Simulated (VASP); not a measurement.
Input of a VASP 6.6.1 run:

Contents of INCAR:

```
PREC     = Accurate       # precision mode
ENCUT    = 520            # plane-wave cutoff, eV
EDIFF    = 1E-6           # SCF threshold, eV
ISMEAR   = 0              # smearing method
SIGMA    = 0.05           # smearing width, eV
LREAL    = F              # projectors in reciprocal space
LASPH    = T              # aspherical terms in the spheres
NELM     = 100            # most SCF steps
ALGO     = Normal         # electronic algorithm
ISIF     = 2              # what is computed and relaxed
LWAVE    = F              # write WAVECAR
LCHARG   = F              # write CHGCAR
GGA      = PS             # functional
NBANDS   = 15             # bands
```

Contents of KPOINTS:

```
Automatic mesh
0
Gamma
  10 10 10
```

File POSCAR:

```
SrO
1.0
    0.0000000000      2.8003797457      2.8003797457
    2.8003797457      0.0000000000      2.8003797457
    2.8003797457      2.8003797457      0.0000000000
Sr O
1 1
Direct
    0.0000000000      0.0000000000      0.0000000000
    0.2500000000      0.2500000000      0.2500000000
```

Potentials or basis: VASP PAW PBE potentials, release 64 (Sr_sv, O).

Command:

```sh
$ cat potpaw_PBE.64/Sr_sv/POTCAR potpaw_PBE.64/O/POTCAR > POTCAR
$ mpirun -np 1 vasp_std > vasp.out
```

Question: Estimate the pressure.

Answer: -1.6 GPa.

Question: Predict the band gap on the k mesh.

Answer: 2.38 eV, indirect (least direct gap 3.22 eV).

Caveat: the PAW data sets were made with another functional, which shifts forces and pressure a little. A k mesh can miss the band edges.
